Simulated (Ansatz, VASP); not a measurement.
**Two plane-wave programs on EuO**

```
CELL_PARAMETERS angstrom
0.00000 2.44216 2.44216
2.44216 0.00000 2.44216
2.44216 2.44216 0.00000
ATOMIC_POSITIONS crystal
Eu 0.00000 0.00000 0.00000
O 0.50000 0.50000 0.50000
```

Alike in both runs: task single point; functional PBE; k mesh 10 × 10 × 10; occupations gaussian, width 0.05 eV; collinear spin; Hubbard terms Eu f U = 6.0 eV.

|  | VASP | Ansatz |
| --- | --- | --- |
| version | VASP 6.6.1 | Ansatz 0.2.0 |
| potentials or method | VASP PAW PBE potentials, release 64 (Eu, O), cutoff 600 eV | scalar-relativistic, plane waves, PAW |
| valence electrons in the cell | 23 | 23 |

VASP gave:

```
gap on the k mesh at the Fermi level (eV)                     : none
pressure (GPa)                                                : 21.0
net moment per atom (μB)                                      : 3.50
size of the moment on the site where the two differ most (μB) : 6.71
```

Q: What did Ansatz give for the same quantities?

A: gap on the k mesh at the Fermi level (eV): none; pressure (GPa): 21.9; net moment per atom (μB): 3.50; size of the moment on the site where the two differ most (μB): 6.66.

Site moments also hang on the region over which each program counts them. The programs project onto different local orbitals, so the same U acts differently, and such runs can settle in different states. A gap of «none» marks a metal or a gap that the smearing closes. Ansatz's warnings: filled band counts differ across k points.

Spin-orbit coupling is off throughout.
